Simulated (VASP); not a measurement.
# AsPt (Fm-3m) in VASP: a series of runs

The runs below take AsPt through single point, relaxation of cell and atoms, with PBE.

Program: VASP 6.6.1. These are calculated values, not measurements. Logs are shortened: lines on timing, memory, paths and dates and some standing lists are left out, and cuts for length are marked.

## (1) The cell of the first run

It takes space group Fm-3m (No. 225, cubic). The conventional cell has a = 5.269 Å, b = 5.269 Å, c = 5.269 Å, α = 90.00°, β = 90.00°, γ = 90.00°. Within 3.5 Å of As (site symmetry m-3m) lie 6 Pt at 2.63 Å. Within 3.5 Å of Pt (site symmetry m-3m) lie 6 As at 2.63 Å.

## (2) Single point, PBE

INCAR reads:

```
SYSTEM = AsPt
  ALGO = Normal
  EDIFF = 1E-7
  ENCUT = 520
  GGA = PE
  ISIF = 2
  ISMEAR = 0
  LASPH = .True.
  LCHARG = .False.
  LREAL = .False.
  LWAVE = .False.
  NBANDS = 14
  NELM = 60
  PREC = Accurate
  SIGMA = 0.1
```

KPOINTS reads:

```
k-points
0
Gamma
  6 6 6
  0 0 0
```

POSCAR reads:

```
AsPt
1.0
    0.0000000000      2.6344599170      2.6344599170
    2.6344599170      0.0000000000      2.6344599170
    2.6344599170      2.6344599170      0.0000000000
As Pt
1 1
Direct
    0.0000000000      0.0000000000      0.0000000000
    0.5000000000      0.5000000000      0.5000000000
```

Potentials or basis: VASP PAW PBE potentials, release 64 (As, Pt).

Started as:

```
cat potpaw_PBE.64/As/POTCAR potpaw_PBE.64/Pt/POTCAR > POTCAR
mpirun -np 1 vasp_std > vasp.out
```

OUTCAR:

```text
SYSTEM = AsPt
   EDIFF = 1E-7
   ENCUT = 520
   GGA = PE
   ISIF = 2
   ISMEAR = 0
   LASPH = .True.
   LREAL = .False.
   NELM = 60
   PREC = Accurate

 ion  position               nearest neighbor table
   1  0.000  0.000  0.000-   2 2.63   2 2.63   2 2.63   2 2.63   2 2.63   2 2.63
   2  0.500  0.500  0.500-   1 2.63   1 2.63   1 2.63   1 2.63   1 2.63   1 2.63

  LATTYP: Found a face centered cubic cell.
 ALAT       =     5.2689198340

  Lattice vectors:

 A1 = (   0.0000000000,   2.6344599170,   2.6344599170)
 A2 = (   2.6344599170,   0.0000000000,   2.6344599170)
 A3 = (   2.6344599170,   2.6344599170,   0.0000000000)

Analysis of symmetry for initial positions (statically):
=====================================================================
 Subroutine PRICEL returns:
 Original cell was already a primitive cell.

 Routine SETGRP: Setting up the symmetry group for a
 face centered cubic supercell.

 Subroutine GETGRP returns: Found 48 space group operations
 (whereof 48 operations were pure point group operations)
 out of a pool of 48 trial point group operations.

The static configuration has the point symmetry O_h .

Analysis of symmetry for dynamics (positions and initial velocities):
=====================================================================
 Subroutine PRICEL returns:
 Original cell was already a primitive cell.

 Routine SETGRP: Setting up the symmetry group for a
 face centered cubic supercell.

 Subroutine GETGRP returns: Found 48 space group operations
 (whereof 48 operations were pure point group operations)
 out of a pool of 48 trial point group operations.

The dynamic configuration has the point symmetry O_h .

 Subroutine INISYM returns: Found 48 space group operations
 (whereof 48 operations are pure point group operations),
 and found     1 'primitive' translations

----------------------------------------------------------------------------------------

                                     Primitive cell

  volume of cell :      36.5683

  direct lattice vectors                    reciprocal lattice vectors
     0.000000000  2.634459917  2.634459917    -0.189792221  0.189792221  0.189792221
     2.634459917  0.000000000  2.634459917     0.189792221 -0.189792221  0.189792221
     2.634459917  2.634459917  0.000000000     0.189792221  0.189792221 -0.189792221

  length of vectors
     3.725688944  3.725688944  3.725688944     0.328729770  0.328729770  0.328729770

  position of ions in fractional coordinates (direct lattice)
     0.000000000  0.000000000  0.000000000
     0.500000000  0.500000000  0.500000000

  ion indices of the primitive-cell ions
   primitive index   ion index
                 1           1
                 2           2

----------------------------------------------------------------------------------------

 KPOINTS: k-points

Automatic generation of k-mesh.
 Grid dimensions read from file:
 generate k-points for:    6    6    6

 Generating k-lattice:

  Cartesian coordinates                     Fractional coordinates (reciprocal lattice)
    -0.031632037  0.031632037  0.031632037     0.166666667  0.000000000  0.000000000
     0.031632037 -0.031632037  0.031632037     0.000000000  0.166666667  0.000000000
     0.031632037  0.031632037 -0.031632037     0.000000000  0.000000000  0.166666667

  Length of vectors
     0.054788295  0.054788295  0.054788295

  Shift w.r.t. Gamma in fractional coordinates (k-lattice)
     0.000000000  0.000000000  0.000000000

 Subroutine IBZKPT returns following result:
 ===========================================

 Found     16 irreducible k-points:

 Following reciprocal coordinates:
            Coordinates               Weight
  0.000000  0.000000  0.000000      1.000000
  0.166667  0.000000  0.000000      8.000000
  0.333333  0.000000  0.000000      8.000000
  0.500000  0.000000  0.000000      4.000000
  0.166667  0.166667  0.000000      6.000000
  0.333333  0.166667  0.000000     24.000000
[... 8 lines left out ...]
 -0.333333  0.333333  0.166667     24.000000
 -0.333333  0.500000  0.166667     12.000000
   k-points           NKPTS =     16   k-points in BZ     NKDIM =     16   number of bands    NBANDS=     14
   number of dos      NEDOS =    301   number of ions     NIONS =      2
   total plane-waves  NPLWV =  21952
   dimension x,y,z NGX =    28 NGY =   28 NGZ =   28
   dimension x,y,z NGXF=    56 NGYF=   56 NGZF=   56
   ions per type =               1   1
   NGX,Y,Z   is equivalent  to a cutoff of  12.49, 12.49, 12.49 a.u.
   NGXF,Y,Z  is equivalent  to a cutoff of  24.99, 24.99, 24.99 a.u.
 SYSTEM =  AsPt
   PREC   = accura    normal or accurate (medium, high low for compatibility)
   ISTART =      0    job   : 0-new  1-cont  2-samecut
   ICHARG =      2    charge: 1-file 2-atom 10-const
   ISPIN  =      1    spin polarized calculation?
   LNONCOLLINEAR =      F non collinear calculations
   LSORBIT =      F    spin-orbit coupling
   LASPH  =      T    aspherical Exc in radial PAW
   ENCUT  =  520.0 eV  38.22 Ry    6.18 a.u.   6.93  6.93  6.93*2*pi/ulx,y,z
   NELM   =     60;   NELMIN=  2; NELMDL= -5     # of ELM steps
   EDIFF  = 0.1E-06   stopping-criterion for ELM
   LREAL  =      F    real-space projection
   EDIFFG = 0.1E-05   stopping-criterion for IOM
   NSW    =      0    number of steps for IOM
   IBRION =     -1    ionic relax: 0-MD 1-quasi-New 2-CG
   NFREE  =      0    steps in history (QN), initial steepest desc. (CG)
   ISIF   =      2    stress and relaxation
   ISYM   =      2    0-nonsym 1-usesym 2-fastsym
   POTIM  = 0.5000    time-step for ionic-motion
   TEBEG  =    0.0;   TEEND  =   0.0 temperature during run
   PSTRESS=    0.0 pullay stress
   NELECT =      15.0000    total number of electrons
   NUPDOWN=      -1.0000    fix difference up-down
   EMIN   =  10.00;   EMAX   =-10.00  energy-range for DOS
   EFERMI =   0.00;   METHOD = LEGACY
   ISMEAR =     0;   SIGMA  =   0.10  broadening in eV -4-tet -1-fermi 0-gaus
   EFERMI_NEDOS =   21; number of points for ismear=-14 and -15
   IALGO  =     38    algorithm
   IMIX   =      4    mixing-type and parameters
     AMIX     =   0.40;   BMIX     =  1.00
     AMIX_MAG =   1.60;   BMIX_MAG =  1.00
  volume/ion in A,a.u.               =      18.28       123.39
  Fermi-wavevector in a.u.,A,eV,Ry     =   1.216383  2.298630 20.131010  1.479587
  Thomas-Fermi vector in A             =   2.351739
   LORBIT       =      0    0 simple, 1 ext, 2 COOP (PROOUT), +10 PAW based schemes
   GGA     = PE    functional components
   LHFCALC =     F    Hartree Fock is set to
   AEXX    =    0.0000 exact exchange contribution
   IVDW    =     0    specifies the selected vdW correction
   LEPSILON=     F    determine dielectric tensor
   LRPA    =     F    only Hartree local field effects (RPA)
 non-spin polarized calculation
 Gauss-broadening in eV      SIGMA  =   0.10
  energy-cutoff  :      520.00
  volume of cell :       36.57
 maximum number of plane-waves:      1002
   NGX = 13   NGY = 13   NGZ = 13

 number of electron      15.0000003 magnetization

 Free energy of the ion-electron system (eV)
  ---------------------------------------------------
  ext. energy  EPLUGINS =         0.00000000
  ---------------------------------------------------
  free energy    TOTEN  =       -10.98126357 eV

  energy without entropy =      -10.97557437  energy(sigma->0) =      -10.97841897

 E-fermi :   7.5242     XC(G=0): -11.4927

 val. band max:        7.4466942894   @ k =   0.5000   0.3333   0.0000
 cond. band min:       7.7063320749   @ k =   0.1667   0.1667   0.0000
 fundamental gap:      0.2596377855
 Fermi energy:         7.5242097171

 k-point     1 :       0.0000    0.0000    0.0000
  band No.  band energies     occupation
      1      -5.7963      2.00000
      2       4.2606      2.00000
      3       4.2606      2.00000
      4       4.2606      2.00000
      5       4.3183      2.00000
      6       4.3183      2.00000
      7       8.0186      0.00000
      8       8.0186      0.00000
      9       8.0186      0.00000
     10      10.9834      0.00000
     11      17.1939      0.00000
     12      19.4097      0.00000
     13      19.4097      0.00000
     14      19.4097      0.00000

 k-point     2 :       0.1667    0.0000    0.0000
  band No.  band energies     occupation
      1      -5.3941      2.00000
      2       3.6742      2.00000
      3       3.6974      2.00000
      4       3.6974      2.00000
      5       4.4848      2.00000
      6       4.4848      2.00000
      7       6.4618      2.00000
      8       9.0103      0.00000
      9       9.0103      0.00000
     10      12.9874      0.00000
     11      16.1501      0.00000
     12      17.9382      0.00000
     13      17.9382      0.00000
     14      18.7743      0.00000

 k-point     3 :       0.3333    0.0000    0.0000
  band No.  band energies     occupation
      1      -4.3242      2.00000
      2       1.6816      2.00000
      3       2.8807      2.00000
      4       2.8807      2.00000
      5       4.9687      2.00000
      6       4.9687      2.00000
      7       5.8206      2.00000
      8      10.7901      0.00000
      9      10.7901      0.00000
     10      12.5397      0.00000
     11      15.4257      0.00000
     12      15.4257      0.00000
     13      17.0076      0.00000
     14      19.7615      0.00000
[... 188 lines left out ...]
 k-point    15 :      -0.3333    0.3333    0.1667
  band No.  band energies     occupation
      1      -3.5152      2.00000
      2       1.6072      2.00000
      3       2.7968      2.00000
      4       2.9586      2.00000
      5       5.2393      2.00000
      6       5.4066      2.00000
      7       5.6701      2.00000
      8       7.7784      0.00032
      9       7.8392      0.00001
     10      14.0808      0.00000
     11      14.4632      0.00000
     12      17.3584      0.00000
     13      17.7532      0.00000
     14      20.9016      0.00000

 k-point    16 :      -0.3333    0.5000    0.1667
  band No.  band energies     occupation
      1      -3.6235      2.00000
      2       2.7476      2.00000
      3       2.8722      2.00000
      4       3.0419      2.00000
      5       5.5826      2.00000
      6       5.8322      2.00000
      7       5.8881      2.00000
      8       6.0436      2.00000
      9       6.5017      2.00000
     10      11.9697      0.00000
     11      16.3132      0.00000
     12      18.1464      0.00000
     13      18.2419      0.00000
     14      22.8550      0.00000

------------------------ aborting loop because EDIFF is reached ----------------------------------------

  FORCE on cell =-STRESS in cart. coord.  units (eV):
  Direction    XX          YY          ZZ          XY          YZ          ZX
  --------------------------------------------------------------------------------------
  -------------------------------------------------------------------------------------
  Total       -0.6768181     -0.6768181     -0.6768181      0.0000000      0.0000000      0.0000000
  in kB      -29.6536214    -29.6536214    -29.6536214      0.0000000      0.0000000      0.0000000
  external PRESSURE =     -29.6536214 kB  Pullay stress =       0.0000000 kB

 VOLUME and BASIS-vectors are now :
 -----------------------------------------------------------------------------
  energy-cutoff  :      520.00
  volume of cell :       36.57
      direct lattice vectors                 reciprocal lattice vectors
     0.000000000  2.634459917  2.634459917    -0.189792221  0.189792221  0.189792221
     2.634459917  0.000000000  2.634459917     0.189792221 -0.189792221  0.189792221
     2.634459917  2.634459917  0.000000000     0.189792221  0.189792221 -0.189792221

 POSITION                                       TOTAL-FORCE (eV/Angst)
 -----------------------------------------------------------------------------------
      0.00000      0.00000      0.00000         0.000000     -0.000000     -0.000000
      2.63446      2.63446      2.63446        -0.000000      0.000000      0.000000
 -----------------------------------------------------------------------------------
    total drift:                                0.000000      0.000000      0.000000

  FREE ENERGIE OF THE ION-ELECTRON SYSTEM (eV)
  ---------------------------------------------------
  free  energy   TOTEN  =       -10.9812635729 eV

  energy  without entropy=      -10.9755743709  energy(sigma->0) =      -10.97841897
```

Run time: 7.9 s. Hardware: 1 thread of Intel Xeon 6975P-C, shared host; peak memory 0.16 GiB.

What came out:

```yaml
Free_energy: -10.9813 eV
Pressure: -3.0 GPa
```

Caveat: spin-orbit coupling is left out, which moves the levels of the heavy elements.

## (3) Single point, PBE

This run uses another cell than the first one, of 17.95 Å³/atom, 0.982 times its volume.

INCAR reads:

```
  PREC = Accurate
  ENCUT = 520
  EDIFF = 1E-6
  ISMEAR = 0
  SIGMA = 0.1
  LREAL = F
  LASPH = T
  NELM = 100
  ALGO = Normal
  ISIF = 2
  LWAVE = F
  LCHARG = T
  GGA = PE
  LELF = T
  LVHAR = T
  NBANDS = 14
```

KPOINTS reads:

```
regular mesh
0
Gamma
  18 18 18
```

POSCAR reads:

```
AsPt
1.0
    0.0000000000      2.6181850086      2.6181850086
    2.6181850086      0.0000000000      2.6181850086
    2.6181850086      2.6181850086      0.0000000000
As Pt
1 1
Direct
    0.0000000000      0.0000000000      0.0000000000
    0.5000000000      0.5000000000      0.5000000000
```

Potentials or basis: VASP PAW PBE potentials, release 64 (As, Pt).

Started as:

```
cat potpaw_PBE.64/As/POTCAR potpaw_PBE.64/Pt/POTCAR > POTCAR
mpirun -np 1 vasp_std > vasp.out
```

OUTCAR:

```text
PREC = Accurate
   ENCUT = 520
   EDIFF = 1E-6
   ISMEAR = 0
   LREAL = F
   LASPH = T
   NELM = 100
   ISIF = 2
   GGA = PE

 ion  position               nearest neighbor table
   1  0.000  0.000  0.000-   2 2.62   2 2.62   2 2.62   2 2.62   2 2.62   2 2.62
   2  0.500  0.500  0.500-   1 2.62   1 2.62   1 2.62   1 2.62   1 2.62   1 2.62

  LATTYP: Found a face centered cubic cell.
 ALAT       =     5.2363700172

  Lattice vectors:

 A1 = (   0.0000000000,   2.6181850086,   2.6181850086)
 A2 = (   2.6181850086,   0.0000000000,   2.6181850086)
[... 585 lines left out ...]
     10      13.8993      0.00000
     11      16.3150      0.00000
     12      16.9105      0.00000
     13      16.9271      0.00000
     14      19.8081      0.00000

 [... further k-points ...]
[... 5 lines left out ...]
  --------------------------------------------------------------------------------------
  -------------------------------------------------------------------------------------
  Total       -0.0048658     -0.0048658     -0.0048658     -0.0000000      0.0000000      0.0000000
  in kB       -0.2171880     -0.2171880     -0.2171880     -0.0000000      0.0000000      0.0000000
  external PRESSURE =      -0.2171880 kB  Pullay stress =       0.0000000 kB

 VOLUME and BASIS-vectors are now :
 -----------------------------------------------------------------------------
  energy-cutoff  :      520.00
  volume of cell :       35.89
      direct lattice vectors                 reciprocal lattice vectors
     0.000000000  2.618185009  2.618185009    -0.190971990  0.190971990  0.190971990
     2.618185009  0.000000000  2.618185009     0.190971990 -0.190971990  0.190971990
     2.618185009  2.618185009  0.000000000     0.190971990  0.190971990 -0.190971990

 POSITION                                       TOTAL-FORCE (eV/Angst)
 -----------------------------------------------------------------------------------
      0.00000      0.00000      0.00000        -0.000000     -0.000000      0.000000
      2.61819      2.61819      2.61819         0.000000      0.000000      0.000000
 -----------------------------------------------------------------------------------
    total drift:                                0.000000      0.000000      0.000000

  FREE ENERGIE OF THE ION-ELECTRON SYSTEM (eV)
  ---------------------------------------------------
  free  energy   TOTEN  =       -11.0294894931 eV

  energy  without entropy=      -11.0244650220  energy(sigma->0) =      -11.02697726
```

It took 60 s on 1 thread of Intel Xeon 6975P-C, shared host; peak memory 0.24 GiB.

What came out:

```
Free energy : -11.0295 eV
Pressure    : 0.0 GPa
```

Caveat: spin-orbit coupling is left out, which moves the levels of the heavy elements.

(Continued in part 2 of 2.)
